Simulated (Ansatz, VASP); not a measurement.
## C: VASP beside Ansatz

```xyz
2
Lattice="0.0000 2.1264 3.5526 1.2281 0.0000 3.5526 1.2281 2.1264 0.0000" Properties=species:S:1:pos:R:3 pbc="T T T"
C     1.2281    0.7089    3.5526
C     1.2281    3.5440    3.5526
```

Alike in both runs: functional r2SCAN; k mesh 18 × 18 × 18; occupations gaussian, width 0.01 eV; no spin polarisation.

Ansatz relaxed the structure, and its values are those at the end. VASP's run is a single point on that final structure, the one shown.

```csv
,VASP,Ansatz
version,VASP 6.6.1,Ansatz 0.2.0
potentials or method,"VASP PAW PBE potentials, release 64 (C), cutoff 520 eV","scalar-relativistic, plane waves, PAW"
valence electrons in the cell,8,8
```

```csv
,VASP,Ansatz,Ansatz less VASP
gap on the k mesh at the Fermi level (eV),0.06,0.06,0.000
least direct gap on the mesh (eV),0.11,0.11,0.000
pressure (GPa),0.7,0.0,-0.64
```

VASP's potentials were made for PBE, not for r2SCAN.
